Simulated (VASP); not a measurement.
Here is a VASP 6.6.1 calculation.

The input POSCAR:

```
Pb
1.0
   -2.0458484467      2.0458484467      2.0458484467
    2.0458484467     -2.0458484467      2.0458484467
    2.0458484467      2.0458484467     -2.0458484467
Pb
1
Direct
    0.0000000000      0.0000000000      0.0000000000
```

Contents of INCAR.step1:

```
SYSTEM = Pb
PREC = Accurate
ENCUT = 520
EDIFF = 1E-5
ISMEAR = -1
SIGMA = 0.05
LREAL = .FALSE.
LASPH = .TRUE.
NELM = 80
ALGO = Normal
ISIF = 2
LWAVE = .TRUE.
GGA = PE
NBANDS = 13
```

Contents of INCAR.step2:

```
SYSTEM = Pb
PREC = Accurate
ENCUT = 520
EDIFF = 1E-7
ISMEAR = -1
SIGMA = 0.05
LREAL = .FALSE.
LASPH = .TRUE.
NELM = 80
ALGO = Normal
ISIF = 2
LWAVE = .FALSE.
LCHARG = .TRUE.
GGA = B3
LHFCALC = .TRUE.
AEXX = 0.2
AGGAX = 0.72
AGGAC = 0.81
ALDAC = 0.19
PRECFOCK = Normal
LELF = .TRUE.
LVHAR = .TRUE.
ISTART = 1
NBANDS = 13
```

The input KPOINTS:

```
regular mesh
0
G
  5 5 5
  0 0 0
```

Potentials or basis: VASP PAW PBE potentials, release 64 (Pb_d).

Run with:

```bash
$ cat potpaw_PBE.64/Pb_d/POTCAR > POTCAR
$ cp INCAR.step1 INCAR
$ mpirun -np 1 vasp_std > vasp.out
$ cp INCAR.step2 INCAR
$ mpirun -np 1 vasp_std > vasp.out
```

Question: What does it give for the band gap on the k mesh?

Answer: Zero (bands 7 and 8 overlap by 9.09 eV).

Question: What does it give for the pressure?

Answer: 0.0 GPa.

Caveat: the k points lie up to 0.43 Å⁻¹ apart, too coarse for converged energies and pressures of a metal; the PAW data sets were made with another functional, which shifts forces and pressure a little; spin-orbit coupling is left out, which moves the levels of the heavy elements.
